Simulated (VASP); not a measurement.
# Mg5CdO6 (P4/mmm) in VASP: a series of runs, part 2 of 2

VASP 6.6.1. The steps go on from the part before.

### 3 Single point, PBE

This run uses another cell than the first one, of 13.61 Å³/atom.

The input, INCAR:

```
SYSTEM = Mg5CdO6
PREC = Accurate
ENCUT = 520
EDIFF = 1E-6
ISMEAR = 0
SIGMA = 0.1
LREAL = .FALSE.
LASPH = .TRUE.
NELM = 100
ALGO = Normal
ISIF = 2
LWAVE = .FALSE.
LCHARG = .FALSE.
GGA = PE
NBANDS = 41
```

The input, KPOINTS:

```
Automatic mesh
0
G
  6 6 2
  0 0 0
```

The input, POSCAR:

```
Mg5CdO6
1.0
    3.3768264800      0.0000000000      0.0000000000
    0.0000000000      3.3768264800      0.0000000000
    0.0000000000      0.0000000000     14.3266614200
Mg Cd O
5 1 6
Direct
    0.0000000000      0.0000000000      0.8333333300
    0.0000000000      0.0000000000      0.1666666700
    0.5000000000      0.5000000000      0.3333333300
    0.0000000000      0.0000000000      0.5000000000
    0.5000000000      0.5000000000      0.6666666700
    0.5000000000      0.5000000000      0.0000000000
    0.0000000000      0.0000000000      0.0000000000
    0.5000000000      0.5000000000      0.1666666700
    0.0000000000      0.0000000000      0.3333333300
    0.5000000000      0.5000000000      0.5000000000
    0.0000000000      0.0000000000      0.6666666700
    0.5000000000      0.5000000000      0.8333333300
```

Potentials or basis: VASP PAW PBE potentials, release 64 (Mg, Cd, O).

Launch:

```bash
$ cat potpaw_PBE.64/Mg/POTCAR potpaw_PBE.64/Cd/POTCAR potpaw_PBE.64/O/POTCAR > POTCAR
$ mpirun -np 1 vasp_std > vasp.out
```

Wall time 78 s (1 thread of AMD EPYC 9R45 (Zen 5), shared host); peak memory 0.31 GiB.

Results (log left out):

* Free energy: -62.9165 eV
* Pressure: -21.6 GPa
* Largest force: 0.891 eV/Å
* Band gap on the k mesh: 0.71 eV (least direct gap 1.56 eV)

Forces on the atoms (eV/Å):
```
Mg   0.000  0.000 -0.005
Mg   0.000  0.000  0.005
Mg   0.000  0.000  0.015
Mg   0.000  0.000  0.000
Mg   0.000  0.000 -0.015
Cd   0.000  0.000  0.000
O    0.000  0.000  0.000
O    0.000  0.000  0.891
O    0.000  0.000  0.010
O    0.000  0.000  0.000
O    0.000  0.000 -0.010
O    0.000  0.000 -0.891
```

Levels at points of the mesh, in eV from the valence-band top:
| k point | band 26 | band 27 | band 28 | band 29 | band 30 | band 31 | band 32 | band 33 |
| --- | --- | --- | --- | --- | --- | --- | --- | --- |
| (0.00, 0.00, 0.00) | -1.03 | -0.86 | -0.85 | -0.85 | 0.71 | 2.61 | 2.83 | 4.70 |
| (0.50, 0.00, 0.00) | -1.15 | -1.11 | -0.61 | 0.00 | 4.92 | 5.03 | 5.06 | 5.14 |
| (0.50, 0.50, 0.00) | -1.75 | -1.75 | -1.74 | -1.74 | 4.43 | 5.61 | 6.23 | 6.72 |
| (0.00, 0.00, 0.50) | -0.96 | -0.96 | -0.87 | -0.87 | 1.26 | 1.66 | 3.84 | 4.04 |
| (0.50, 0.00, 0.50) | -1.15 | -1.11 | -0.56 | 0.00 | 4.82 | 4.90 | 5.24 | 5.33 |
| (0.50, 0.50, 0.50) | -1.84 | -1.84 | -1.79 | -1.68 | 4.47 | 5.93 | 5.93 | 5.95 |

Caveat: the cell stands under tension; semilocal functionals underestimate gaps, and a narrow one can read as zero.

### 4 Single point, PBE

INCAR: that of step 3 with these lines changed.

```diff
@@ -5,6 +5,6 @@
 ISMEAR = 0
-SIGMA = 0.1
+SIGMA = 0.02
 LREAL = .FALSE.
 LASPH = .TRUE.
-NELM = 100
+NELM = 60
 ALGO = Normal
```

The input, KPOINTS:

```
regular mesh
0
G
  10 10 2
  0 0 0
```

The input, POSCAR:

```
Mg5CdO6
1.0
    3.0966276561      0.0000000000      0.0000000000
    0.0000000000      3.0966276561      0.0000000000
    0.0000000000      0.0000000000     13.1208850055
Mg Cd O
5 1 6
Direct
    0.0000000000      0.0000000000      0.8200282259
    0.0000000000      0.0000000000      0.1799717741
    0.5000000000      0.5000000000      0.3412346278
    0.0000000000      0.0000000000      0.5000000000
    0.5000000000      0.5000000000      0.6587653722
    0.5000000000      0.5000000000      0.0000000000
    0.0000000000      0.0000000000      0.0000000000
    0.5000000000      0.5000000000      0.1828170011
    0.0000000000      0.0000000000      0.3406286515
    0.5000000000      0.5000000000      0.5000000000
    0.0000000000      0.0000000000      0.6593713485
    0.5000000000      0.5000000000      0.8171829989
```

Launch:

```bash
$ cat potpaw_PBE.64/Mg/POTCAR potpaw_PBE.64/Cd/POTCAR potpaw_PBE.64/O/POTCAR > POTCAR
$ mpirun -np 1 vasp_std > vasp.out
```

Run time: 2 min. Hardware: 1 thread of AMD EPYC 9R45 (Zen 5), shared host; peak memory 0.3 GiB.

It converged, with:

```
Free energy            : -66.4074 eV
Pressure               : -0.1 GPa
Largest force          : 0.031 eV/Å
Band gap on the k mesh : 1.40 eV (least direct gap 2.75 eV)
```

Forces in eV/Å, atoms in the order of the input:
```
Mg   0.000  0.000 -0.014
Mg   0.000  0.000  0.014
Mg   0.000  0.000 -0.001
Mg   0.000  0.000  0.000
Mg   0.000  0.000  0.001
Cd   0.000  0.000  0.000
O    0.000  0.000  0.000
O    0.000  0.000  0.031
O    0.000  0.000  0.000
O    0.000  0.000  0.000
O    0.000  0.000  0.000
O    0.000  0.000 -0.031
```

Stress tensor (GPa, compression positive):
```
 0.05  0.00  0.00
 0.00  0.05  0.00
 0.00  0.00 -0.27
```

Levels at points of the mesh, in eV from the valence-band top:
```tsv
k point	band 27	band 28	band 29	band 30	band 31	band 32
(0.00, 0.00, 0.00)	-1.51	-1.35	-1.35	1.40	3.81	4.15
(0.50, 0.00, 0.00)	-1.89	-1.35	0.00	4.99	5.43	6.06
(0.50, 0.50, 0.00)	-2.53	-2.53	-2.46	5.01	7.14	8.18
(0.00, 0.00, 0.50)	-1.62	-1.35	-1.35	1.61	3.18	5.10
(0.50, 0.00, 0.50)	-1.89	-1.26	0.00	4.96	5.35	6.23
(0.50, 0.50, 0.50)	-2.56	-2.56	-2.41	5.03	7.28	7.95
```

A k mesh can miss the band edges.

### 5 Relaxation of cell and atoms, PBE

This run uses another cell than the first one, of 13.61 Å³/atom.

The input, INCAR:

```
SYSTEM = Mg5CdO6
  ALGO = Normal
  EDIFF = 1E-6
  EDIFFG = -0.04
  ENCUT = 600
  GGA = PE
  IBRION = 2
  ISIF = 3
  ISMEAR = 0
  LASPH = .True.
  LCHARG = .False.
  LREAL = .False.
  LWAVE = .False.
  NELM = 100
  NSW = 90
  PREC = Accurate
  SIGMA = 0.1
```

The input, KPOINTS:

```
k-points
0
Gamma
  6 6 2
  0 0 0
```

The input, POSCAR:

```
Mg5CdO6
1.0
    3.3768264800      0.0000000000      0.0000000000
    0.0000000000      3.3768264800      0.0000000000
    0.0000000000      0.0000000000     14.3266614200
Mg Cd O
5 1 6
Direct
    0.0000000000      0.0000000000      0.8333333300
    0.0000000000      0.0000000000      0.1666666700
    0.5000000000      0.5000000000      0.3333333300
    0.0000000000      0.0000000000      0.5000000000
    0.5000000000      0.5000000000      0.6666666700
    0.5000000000      0.5000000000      0.0000000000
    0.0000000000      0.0000000000      0.0000000000
    0.5000000000      0.5000000000      0.1666666700
    0.0000000000      0.0000000000      0.3333333300
    0.5000000000      0.5000000000      0.5000000000
    0.0000000000      0.0000000000      0.6666666700
    0.5000000000      0.5000000000      0.8333333300
```

Launch:

```bash
$ cat potpaw_PBE.64/Mg/POTCAR potpaw_PBE.64/Cd/POTCAR potpaw_PBE.64/O/POTCAR > POTCAR
$ mpirun -np 1 vasp_std > vasp.out
```

Wall time 9.6 min (1 thread of AMD EPYC 9R45 (Zen 5), shared host); peak memory 0.36 GiB.

It converged, with:

* Free energy: -66.4970 eV
* Relaxed volume: 10.46 Å³/atom
* Relaxed cell: a = 3.100 Å, b = 3.100 Å, c = 13.068 Å, α = 90.00°, β = 90.00°, γ = 90.00°
* Space group after relaxing (to 0.1 Å): P4/mmm (No. 123)
* Energy gained by relaxing: 297.6 meV/atom
* Ionic steps: 10
* Pressure after relaxing: 0.0 GPa
* Largest force after relaxing: 0.039 eV/Å
* Band gap on the k mesh: 1.44 eV (least direct gap 2.76 eV)

Forces in eV/Å, atoms in the order of the input:
```
Mg   0.000  0.000 -0.036
Mg   0.000  0.000  0.036
Mg   0.000  0.000  0.012
Mg   0.000  0.000  0.000
Mg   0.000  0.000 -0.012
Cd   0.000  0.000  0.000
O    0.000  0.000  0.000
O    0.000  0.000  0.039
O    0.000  0.000 -0.033
O    0.000  0.000  0.000
O    0.000  0.000  0.033
O    0.000  0.000 -0.039
```

Stress tensor (GPa, compression positive):
```
-0.13  0.00  0.00
 0.00 -0.13  0.00
 0.00  0.00  0.21
```

The path:
```
step  energy change (eV)  largest force (eV/Å)  pressure (GPa)  volume (Å³)
   1              0.0000                0.8900          -21.71       163.37
   2             -3.2485                1.3286            3.04       123.52
   3             -3.2646                1.3007            0.60       125.51
   4             -3.3939                0.6685            0.57       125.10
   5             -3.4182                0.8213            0.75       124.83
   6             -3.4998                0.4917           -0.14       125.56
   7             -3.5140                0.7109           -0.56       126.03
   8             -3.5579                0.1942           -0.09       125.62
   9             -3.5610                0.2576            0.12       125.49
  10             -3.5707                0.0392           -0.01       125.57
```

Final structure:
```
CELL_PARAMETERS angstrom
3.09979 0.00000 0.00000
0.00000 3.09979 0.00000
0.00000 0.00000 13.06818
ATOMIC_POSITIONS crystal
Mg 0.00000 0.00000 0.82059
Mg 0.00000 0.00000 0.17941
Mg 0.50000 0.50000 0.34106
Mg 0.00000 0.00000 0.50000
Mg 0.50000 0.50000 0.65894
Cd 0.50000 0.50000 0.00000
O 0.00000 0.00000 0.00000
O 0.50000 0.50000 0.18247
O 0.00000 0.00000 0.34054
O 0.50000 0.50000 0.50000
O 0.00000 0.00000 0.65946
O 0.50000 0.50000 0.81753
```

Levels at points of the mesh, in eV from the valence-band top:
| k point | band 26 | band 27 | band 28 | band 29 | band 30 | band 31 | band 32 | band 33 |
| --- | --- | --- | --- | --- | --- | --- | --- | --- |
| (0.00, 0.00, 0.00) | -1.60 | -1.49 | -1.31 | -1.31 | 1.44 | 3.87 | 4.19 | 6.02 |
| (0.50, 0.00, 0.00) | -1.85 | -1.85 | -1.30 | 0.00 | 5.03 | 5.47 | 6.09 | 6.53 |
| (0.50, 0.50, 0.00) | -2.65 | -2.48 | -2.48 | -2.45 | 5.06 | 7.18 | 8.24 | 8.24 |
| (0.00, 0.00, 0.50) | -1.59 | -1.59 | -1.31 | -1.31 | 1.66 | 3.22 | 5.15 | 5.43 |
| (0.50, 0.00, 0.50) | -1.85 | -1.85 | -1.22 | 0.00 | 5.00 | 5.39 | 6.25 | 6.67 |
| (0.50, 0.50, 0.50) | -2.70 | -2.51 | -2.51 | -2.39 | 5.08 | 7.33 | 8.00 | 8.09 |

Caveat: the volume moved by over 15 % at a fixed basis, so the end points are rough.

### 6 Summary

| task | cell | k mesh | cutoff (eV) | smearing | gap on the mesh (eV) | pressure (GPa) | largest force (eV/Å) |
| --- | --- | --- | --- | --- | --- | --- | --- |
| single point | a = 3.097, b = 3.097, c = 13.121 Å, 12 atoms, atomic positions A | 6 × 6 × 2 | 520 | gaussian 0.1 eV | 1.39 | -0.1 | 0.03 |
| single point | a = 3.377, b = 3.377, c = 14.327 Å, 12 atoms, atomic positions B | 6 × 6 × 2 | 520 | gaussian 0.1 eV | 0.71 | -21.6 | 0.89 |
| single point | a = 3.097, b = 3.097, c = 13.121 Å, 12 atoms, atomic positions A | 10 × 10 × 2 | 520 | gaussian 0.02 eV | 1.40 | -0.1 | 0.03 |
| relaxation of cell and atoms | relaxed from a = 3.377, b = 3.377, c = 14.327 Å, 12 atoms, atomic positions B | 6 × 6 × 2 | 600 | gaussian 0.1 eV | 1.44 | 0.0 | 0.04 |

Alike in all rows: level PBE; potentials or basis VASP PAW PBE potentials, release 64 (Mg, Cd, O); no spin polarisation.

Caveats: the cell stands under tension (at least some runs); semilocal functionals underestimate gaps, and a narrow one can read as zero (at least some runs); the volume moved by over 15 % at a fixed basis, so the end points are rough (at least some runs).

Absolute energies hang on the potentials; compare differences alone.
